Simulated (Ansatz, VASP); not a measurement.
# PbS in VASP and in Ansatz

INCAR

```
PREC = Accurate ; ENCUT = 520
EDIFF = 1E-8 ; ISMEAR = -1
SIGMA = 0.01 ; LREAL = False
LASPH = True ; NELM = 80
ALGO = Normal ; ISIF = 2
LWAVE = False ; LCHARG = False
GGA = PE ; LEFG = True
NBANDS = 17
```

The input KPOINTS:

```
Automatic mesh
0
Gamma
  8 8 8
```

The input POSCAR:

```
PbS
1.0
    0.0000000000      2.9650000000      3.0243000000
    2.9650000000      0.0000000000      3.0243000000
    2.9650000000      2.9650000000      0.0000000000
Pb S
1 1
Direct
    0.0000000000      0.0000000000      0.0000000000
    0.5000000000      0.5000000000      0.5000000000
```

Input for Ansatz:

```yaml
crystal:
  lattice:
    - [0.0, 2.965, 3.0243]
    - [2.965, 0.0, 3.0243]
    - [2.965, 2.965, 0.0]
  atoms:
    - { symbol: Pb, position: [0.0, 0.0, 0.0] }
    - { symbol: S, position: [0.5, 0.5, 0.5] }
kpoints:
  mp_grid: { grid: [8, 8, 8] }
scf:
  occupations: { method: fermi_dirac, width: 0.01 }
hamiltonian:
  xc: pbe
  pseudopotentials: { kind: all_electron, datasets: crystal }
output:
  forces: true
  stress: true
  eigenvalues: true
  efg: { contact_densities: true }
```

Change from the starting cell: zz strain of +2 %, crystal datasets.

Alike in both runs: task electric field gradients; functional PBE; k mesh 8 × 8 × 8; occupations fermi-dirac, width 0.01 eV; no spin polarisation.

|  | VASP | Ansatz |
| --- | --- | --- |
| version | VASP 6.6.1 | Ansatz 0.2.0 |
| potentials or method | VASP PAW PBE potentials, release 64 (Pb_d, S), cutoff 520 eV | all-electron PAW with datasets made for the crystal, scalar-relativistic |

VASP gave:

| Property | Result |
| --- | --- |
| gap on the k mesh at the Fermi level (eV) | 0.42 |
| pressure (GPa) | 1.1 |
| traceless stress, the component that is largest in VASP (GPa) | -1.52 |
| size of Vzz on the site where it differs most (V/Å²) | 56.5 |

Problem. What did Ansatz give for the same quantities?

Solution. gap on the k mesh at the Fermi level (eV): 0.41; pressure (GPa): 1.2; traceless stress, the component that is largest in VASP (GPa): -1.52; size of Vzz on the site where it differs most (V/Å²): 62.3.

Ansatz ran all-electron here, and VASP with PAW potentials.

Spin-orbit coupling is off throughout.
